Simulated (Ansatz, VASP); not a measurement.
**One calculation of Se, two programs**

```xyz
1
Lattice="-1.6779 1.6779 1.7034 1.6779 -1.6779 1.7034 1.6779 1.6779 -1.7034" Properties=species:S:1:pos:R:3 pbc="T T T"
Se    0.0000    0.0000    0.0000
```

Change from the starting cell: strain -0.0150 x Voigt [1, 1, 0, 0, 0, 0], atoms carried along.

Alike in both runs: task single point; functional LDA; k mesh 20 × 20 × 20; occupations gaussian, width 0.15 eV; no spin polarisation.

|  | VASP | Ansatz |
| --- | --- | --- |
| version | VASP 6.6.1 | Ansatz 0.2.0 |
| potentials or method | VASP PAW LDA potentials, release 64 (Se), cutoff 520 eV | scalar-relativistic, plane waves, PAW |
| valence electrons in the cell | 6 | 16 |

|  | VASP | Ansatz | Ansatz less VASP |
| --- | --- | --- | --- |
| gap on the k mesh at the Fermi level (eV) | none | none | - |
| pressure (GPa) | -0.9 | -1.1 | -0.17 |
| traceless stress, the component that is largest in VASP (GPa) | -0.84 | -0.85 | -0.003 |

LDA's correlation is that of Perdew and Zunger in VASP and of Perdew and Wang (1992) in Ansatz. A gap of «none» marks a metal or a gap that the smearing closes. VASP's potentials hold 6 valence electrons a cell and Ansatz's 16, so a difference there can come from the potentials and not from the codes.
